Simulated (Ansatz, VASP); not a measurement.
**Two plane-wave programs on Si9O16**

```
CELL_PARAMETERS angstrom
-4.17970 -4.17970 0.00000
4.17970 -4.17970 0.00000
0.00000 0.00000 5.33380
ATOMIC_POSITIONS crystal
Si 0.50624 0.52414 0.99453
Si 0.01690 0.50936 0.24867
Si 0.52405 0.51362 0.49367
Si 0.01586 0.50590 0.71609
Si 0.90659 0.86860 0.97865
Si 0.50910 0.00236 0.27060
Si 0.00333 0.02174 0.48289
Si 0.48177 0.04261 0.75308
Si 0.16813 0.10398 0.97097
O 0.20368 0.51662 0.98484
O 0.03063 0.22153 0.23920
O 0.82788 0.54510 0.98232
O 0.95963 0.79929 0.27471
O 0.21852 0.52516 0.48379
O 0.00843 0.22624 0.71735
O 0.81857 0.48096 0.48138
O 0.97661 0.79174 0.69063
O 0.67173 0.01395 0.99875
O 0.55474 0.69232 0.25739
O 0.30027 0.90263 0.11909
O 0.50285 0.31467 0.23434
O 0.69819 0.03382 0.50300
O 0.51260 0.71773 0.74425
O 0.30617 0.02002 0.50448
O 0.53044 0.33938 0.74416
```

Alike in both runs: functional LDA; k mesh 2 × 2 × 2; occupations fermi-dirac, width 0.05 eV; no spin polarisation.

Ansatz relaxed the structure, and its values are those at the end. VASP's run is a single point on that final structure, the one shown.

|  | VASP | Ansatz |
| --- | --- | --- |
| version | VASP 6.6.1 | Ansatz 0.2.0 |
| potentials or method | VASP PAW LDA potentials, release 64 (Si, O), cutoff 520 eV | scalar-relativistic, plane waves, PAW |
| valence electrons in the cell | 132 | 132 |

```csv
,VASP,Ansatz,Ansatz less VASP
rms of the force components (eV/Å),0.035,0.006,-0.0295
```

Ansatz warns that its potentials were made for another functional, while VASP's fit it. LDA's correlation is that of Perdew and Zunger in VASP and of Perdew and Wang (1992) in Ansatz.

The k mesh is coarse, so the values compare programs but aren't converged.
